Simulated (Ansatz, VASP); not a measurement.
**Cu: VASP beside Ansatz**

Contents of INCAR:

```
SYSTEM = Cu
PREC = Accurate ; ENCUT = 600
EDIFF = 1E-6 ; ISMEAR = -1
SIGMA = 0.05 ; LREAL = .False.
LASPH = .True. ; NELM = 120
ALGO = Normal ; ISIF = 2
LWAVE = .False. ; LCHARG = .False.
GGA = RP ; NBANDS = 12
GGA_COMPAT = .False.
```

File KPOINTS:

```
regular mesh
0
Gamma
  13 13 13
  0 0 0
```

File POSCAR:

```
Cu
1.0
    0.0000000000      1.7706018915      1.7706018915
    1.7706018915      0.0000000000      1.7706018915
    1.7706018915      1.7706018915      0.0000000000
Cu
1
Direct
    0.0000000000      0.0000000000      0.0000000000
```

input.yaml

```yaml
crystal:
  lattice:
    - [0.0, 1.7706018915, 1.7706018915]
    - [1.7706018915, 0.0, 1.7706018915]
    - [1.7706018915, 1.7706018915, 0.0]
  atoms:
    - { symbol: Cu, position: [0.0, 0.0, 0.0] }
hamiltonian:
  xc: rpbe
  pseudopotentials: { kind: paw }
kpoints:
  mp_grid: { grid: [13, 13, 13] }
scf:
  occupations: { method: fermi_dirac, width: 0.05 }
output:
  forces: true
  stress: true
  eigenvalues: true
  write_density: true
  write_potential: true
  elf: true
  volumetric_format: npy
```

Alike in both runs: task single point; functional RPBE; k mesh 13 × 13 × 13; occupations fermi-dirac, width 0.05 eV; no spin polarisation.

```csv
,VASP,Ansatz
version,VASP 6.6.1,Ansatz 0.2.0
potentials or method,"VASP PAW PBE potentials, release 64 (Cu)",Ansatz PAW
plane-wave cutoff (eV),600,420
valence electrons in the cell,11,19
```

|  | VASP | Ansatz | Ansatz less VASP |
| --- | --- | --- | --- |
| gap on the k mesh at the Fermi level (eV) | none | none | - |
| pressure (GPa) | 18.6 | 17.9 | -0.72 |

VASP's potentials were made for PBE, not for RPBE. A gap of «none» marks a metal or a gap that the smearing closes. The functional is the same, so the differences come from potentials, cutoffs and numerics. VASP's potentials hold 11 valence electrons a cell and Ansatz's 19, so a difference there can come from the potentials and not from the codes.
